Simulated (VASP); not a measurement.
# Ba2Ti3O8 in VASP: relaxation of the atoms with PBEsol

Aim: the relaxation of the atoms of Ba2Ti3O8 with PBEsol.

All numbers are computed with VASP 6.6.1; they aren't measurements. Logs are shortened: lines on timing, memory, paths and dates and some standing lists are left out, and cuts for length are marked.

**1. The cell of the first run**

The cell holds a slab with vacuum, 13 atoms: a = 3.970 Å, b = 3.970 Å, c = 22.940 Å, α = 90.00°, β = 90.00°, γ = 90.00°.

**2. Relaxation of the atoms, PBEsol**

INCAR reads:

```
SYSTEM = Ba2Ti3O8
PREC = Accurate
ENCUT = 520
EDIFF = 1E-7
ISMEAR = 0
SIGMA = 0.05
LREAL = .False.
LASPH = .True.
NELM = 100
ALGO = Normal
ISIF = 2
LWAVE = .False.
LCHARG = .False.
LDIPOL = .True.
IDIPOL = 3
DIPOL = 0.5 0.5 0.500
GGA = PS
IBRION = 2
NSW = 80
EDIFFG = -0.02
KPAR = 4
```

KPOINTS reads:

```
regular mesh
0
Gamma
  7 7 1
  0 0 0
```

POSCAR reads:

```
Ba2Ti3O8
1.0
    3.9698693904      0.0000000000      0.0000000000
    0.0000000000      3.9698693904      0.0000000000
    0.0000000000      0.0000000000     22.9397387807
Ti O Ba
3 8 2
Direct
    0.0000000000      0.0000000000      0.3269435660
    0.0000000000      0.0000000000      0.5000000000
    0.0000000000      0.0000000000      0.6730564340
    0.5000000000      0.0000000000      0.3269435660
    0.0000000000      0.5000000000      0.3269435660
    0.0000000000      0.0000000000      0.4134717830
    0.5000000000      0.0000000000      0.5000000000
    0.0000000000      0.5000000000      0.5000000000
    0.0000000000      0.0000000000      0.5865282170
    0.5000000000      0.0000000000      0.6730564340
    0.0000000000      0.5000000000      0.6730564340
    0.5000000000      0.5000000000      0.4134717830
    0.5000000000      0.5000000000      0.5865282170
```

Potentials or basis: VASP PAW PBE potentials, release 64 (Ti_sv, O, Ba_sv).

Launch:

```console
$ cat potpaw_PBE.64/Ti_sv/POTCAR potpaw_PBE.64/O/POTCAR potpaw_PBE.64/Ba_sv/POTCAR > POTCAR
$ mpirun -np 4 vasp_std > vasp.out
```

OUTCAR:

```text
SYSTEM = Ba2Ti3O8
   PREC = Accurate
   ENCUT = 520
   EDIFF = 1E-7
   ISMEAR = 0
   LREAL = .False.
   LASPH = .True.
   NELM = 100
   ISIF = 2
   GGA = PS
   IBRION = 2
   NSW = 80
   EDIFFG = -0.02

 ion  position               nearest neighbor table
   1  0.000  0.000  0.327-   6 1.98   5 1.98   4 1.98   5 1.98   4 1.98  12 3.44  12 3.44  12 3.44
                            12 3.44
   2  0.000  0.000  0.500-   6 1.98   9 1.98   8 1.98   7 1.98   8 1.98   7 1.98  12 3.44  12 3.44
                            13 3.44  13 3.44  12 3.44  13 3.44  12 3.44  13 3.44
   3  0.000  0.000  0.673-   9 1.98  10 1.98  11 1.98  11 1.98  10 1.98  13 3.44  13 3.44  13 3.44
                            13 3.44
   4  0.500  0.000  0.327-   1 1.98   1 1.98  12 2.81  12 2.81
   5  0.000  0.500  0.327-   1 1.98   1 1.98  12 2.81  12 2.81
   6  0.000  0.000  0.413-   1 1.98   2 1.98  12 2.81  12 2.81  12 2.81  12 2.81
   7  0.500  0.000  0.500-   2 1.98   2 1.98  13 2.81  12 2.81  13 2.81  12 2.81
   8  0.000  0.500  0.500-   2 1.98   2 1.98  13 2.81  12 2.81  12 2.81  13 2.81
   9  0.000  0.000  0.587-   2 1.98   3 1.98  13 2.81  13 2.81  13 2.81  13 2.81
  10  0.500  0.000  0.673-   3 1.98   3 1.98  13 2.81  13 2.81
  11  0.000  0.500  0.673-   3 1.98   3 1.98  13 2.81  13 2.81
  12  0.500  0.500  0.413-   4 2.81   5 2.81   7 2.81   8 2.81   4 2.81   7 2.81   5 2.81   8 2.81
                             6 2.81   6 2.81   6 2.81   6 2.81   1 3.44   2 3.44   2 3.44   2 3.44
  13  0.500  0.500  0.587-   7 2.81   8 2.81  10 2.81  11 2.81   7 2.81  10 2.81   8 2.81  11 2.81
                             9 2.81   9 2.81   9 2.81   9 2.81   2 3.44   3 3.44   3 3.44   3 3.44

  LATTYP: Found a simple tetragonal cell.
 ALAT       =     3.9698693904
 C/A-ratio  =     5.7784618396

  Lattice vectors:

 A1 = (   3.9698693904,   0.0000000000,   0.0000000000)
 A2 = (   0.0000000000,   3.9698693904,   0.0000000000)
 A3 = (   0.0000000000,   0.0000000000,  22.9397387807)

Analysis of symmetry for initial positions (statically):
=====================================================================
 Subroutine PRICEL returns:
 Original cell was already a primitive cell.

 Routine SETGRP: Setting up the symmetry group for a
 simple tetragonal supercell.

 Subroutine GETGRP returns: Found 16 space group operations
 (whereof 16 operations were pure point group operations)
 out of a pool of 16 trial point group operations.

The static configuration has the point symmetry D_4h.

Analysis of symmetry for dynamics (positions and initial velocities):
=====================================================================
 Subroutine PRICEL returns:
 Original cell was already a primitive cell.

 Routine SETGRP: Setting up the symmetry group for a
 simple tetragonal supercell.
[... 145 lines left out ...]
 Gauss-broadening in eV      SIGMA  =   0.05
  energy-cutoff  :      520.00
  volume of cell :      361.53
 maximum number of plane-waves:      9837
 NGX is ok and might be reduce to    30
   NGX = 15   NGY = 15   NGZ = 85

--------------------------------------- Ionic step        1  -------------------------------------------

 number of electron     103.9999957 magnetization

 Free energy of the ion-electron system (eV)
  ---------------------------------------------------
  ext. energy  EPLUGINS =         0.00000000
  ---------------------------------------------------
  free energy    TOTEN  =      -109.30887657 eV

  energy without entropy =     -109.30887657  energy(sigma->0) =     -109.30887657

------------------------ aborting loop because EDIFF is reached ----------------------------------------

  FORCE on cell =-STRESS in cart. coord.  units (eV):
  Direction    XX          YY          ZZ          XY          YZ          ZX
  --------------------------------------------------------------------------------------
  -------------------------------------------------------------------------------------
  Total       -7.8796384     -7.8796384     -4.0772664      0.0000000      0.0000000      0.0000000
  in kB      -34.9201390    -34.9201390    -18.0691936      0.0000000      0.0000000      0.0000000
  external PRESSURE =     -29.3031572 kB  Pullay stress =       0.0000000 kB
[... 310 lines left out ...]
  FREE ENERGIE OF THE ION-ELECTRON SYSTEM (eV)
  ---------------------------------------------------
  free  energy   TOTEN  =      -109.6399862536 eV

  energy  without entropy=     -109.6399862536  energy(sigma->0) =     -109.63998625

 dipolmoment           0.000000      0.000000      0.000000 electrons x Angstroem

--------------------------------------- Ionic step        8  -------------------------------------------

 number of electron     103.9999959 magnetization

------------------------ aborting loop because EDIFF is reached ----------------------------------------
[... 42 lines left out ...]
--------------------------------------- Ionic step        9  -------------------------------------------

 number of electron     103.9999959 magnetization

 dipolmoment           0.000000      0.000000     -0.000000 electrons x Angstroem

 Free energy of the ion-electron system (eV)
  ---------------------------------------------------
  ext. energy  EPLUGINS =         0.00000000
  ---------------------------------------------------
  free energy    TOTEN  =      -109.64036812 eV

  energy without entropy =     -109.64036812  energy(sigma->0) =     -109.64036812

 E-fermi :  -0.8494     XC(G=0):  -5.6053

 val. band max:       -1.1676205120   @ k =   0.4286   0.4286   0.0000
 cond. band min:      -0.2514934895   @ k =   0.0000   0.0000   0.0000
 fundamental gap:      0.9161270225
 Fermi energy:        -0.8493651521

 k-point     1 :       0.0000    0.0000    0.0000
  band No.  band energies     occupation
      1     -58.5039      2.00000
      2     -58.0764      2.00000
      3     -58.0764      2.00000
      4     -34.9302      2.00000
      5     -34.7976      2.00000
      6     -34.7976      2.00000
[... 639 lines left out ...]
     61       2.5475      0.00000
     62       2.5627      0.00000

------------------------ aborting loop because EDIFF is reached ----------------------------------------

 vacuum level on the upper side and lower side of the slab       (xc-potential included)        -0.005        -0.005

  FORCE on cell =-STRESS in cart. coord.  units (eV):
  Direction    XX          YY          ZZ          XY          YZ          ZX
  --------------------------------------------------------------------------------------
  -------------------------------------------------------------------------------------
  Total       -6.5862848     -6.5862848     -0.0019216      0.0000000      0.0000000     -0.0000000
  in kB      -29.1883927    -29.1883927     -0.0085159      0.0000000      0.0000000     -0.0000000
  external PRESSURE =     -19.4617671 kB  Pullay stress =       0.0000000 kB
[... 28 lines left out ...]
  FREE ENERGIE OF THE ION-ELECTRON SYSTEM (eV)
  ---------------------------------------------------
  free  energy   TOTEN  =      -109.6403681234 eV

  energy  without entropy=     -109.6403681234  energy(sigma->0) =     -109.64036812

 reached required accuracy - stopping structural energy minimisation

 vacuum level on the upper side and lower side of the slab         4.413         4.413
```

OSZICAR:

```text
N       E                     dE             d eps       ncg     rms          rms(c)
DAV:   1     0.134068419842E+04    0.13407E+04   -0.51949E+04  1336   0.159E+03
DAV:   2     0.648798306526E+02   -0.12758E+04   -0.12420E+04  1562   0.461E+02
DAV:   3    -0.126092889597E+03   -0.19097E+03   -0.18999E+03  1742   0.183E+02
DAV:   4    -0.140746531116E+03   -0.14654E+02   -0.14637E+02  2024   0.478E+01
[... 163 lines left out ...]
DAV:  11    -0.109640365831E+03   -0.39570E-05   -0.27703E-07   990   0.107E-03    0.202E-04
DAV:  12    -0.109640366968E+03   -0.11371E-05   -0.59634E-08   960   0.526E-04    0.125E-04
DAV:  13    -0.109640367608E+03   -0.64024E-06   -0.35091E-08   868   0.404E-04    0.719E-05
DAV:  14    -0.109640368040E+03   -0.43194E-06   -0.45771E-08   958   0.359E-04    0.527E-05
DAV:  15    -0.109640368123E+03   -0.83188E-07   -0.75965E-09   788   0.225E-04
   9 F= -.10964037E+03 E0= -.10964037E+03  d E =-.381870E-03
```

Wall time 22 min (4 MPI ranks of Intel Xeon Platinum 8259CL at 2.50GHz (Skylake/Cascade Lake), shared host); peak memory 0.57 GiB.

What came out:

| Property | Result |
| --- | --- |
| Free energy | -109.6404 eV |
| Energy gained by relaxing | 25.5 meV/atom |
| Ionic steps | 9 |
| Largest force after relaxing | 0.019 eV/Å |
| Band gap on the k mesh | 0.92 eV (least direct gap 1.50 eV) |

Forces on the atoms (eV/Å):
```
Ti   0.000  0.000 -0.011
Ti   0.000  0.000  0.000
Ti   0.000  0.000  0.011
O    0.000  0.000 -0.005
O    0.000  0.000 -0.005
O    0.000  0.000 -0.019
O    0.000  0.000  0.000
O    0.000  0.000  0.000
O    0.000  0.000  0.019
O    0.000  0.000  0.005
O    0.000  0.000  0.005
Ba   0.000  0.000  0.011
Ba   0.000  0.000 -0.011
```

Step by step:
```tsv
step	energy change (eV)	largest force (eV/Å)	pressure (GPa)
1	0.0000	2.2693	-2.93
2	-0.2377	1.2473	-1.89
3	-0.2688	0.8339	-2.20
4	-0.3251	0.2020	-2.06
5	-0.3259	0.2201	-2.04
6	-0.3307	0.0775	-1.96
7	-0.3311	0.1053	-1.93
8	-0.3312	0.0703	-1.96
9	-0.3315	0.0189	-1.95
```

Final structure:
```
CELL_PARAMETERS angstrom
3.96987 0.00000 0.00000
0.00000 3.96987 0.00000
0.00000 0.00000 22.93974
ATOMIC_POSITIONS crystal
Ti 0.00000 0.00000 0.33128
Ti 0.00000 0.00000 0.50000
Ti 0.00000 0.00000 0.66872
O 0.50000 0.00000 0.32646
O 0.00000 0.50000 0.32646
O 0.00000 0.00000 0.41284
O 0.50000 0.00000 0.50000
O 0.00000 0.50000 0.50000
O 0.00000 0.00000 0.58716
O 0.50000 0.00000 0.67354
O 0.00000 0.50000 0.67354
Ba 0.50000 0.50000 0.40947
Ba 0.50000 0.50000 0.59053
```

Caveat: the PAW data sets were made with another functional, which shifts forces and pressure a little; spin-orbit coupling is left out, which moves the levels of the heavy elements.
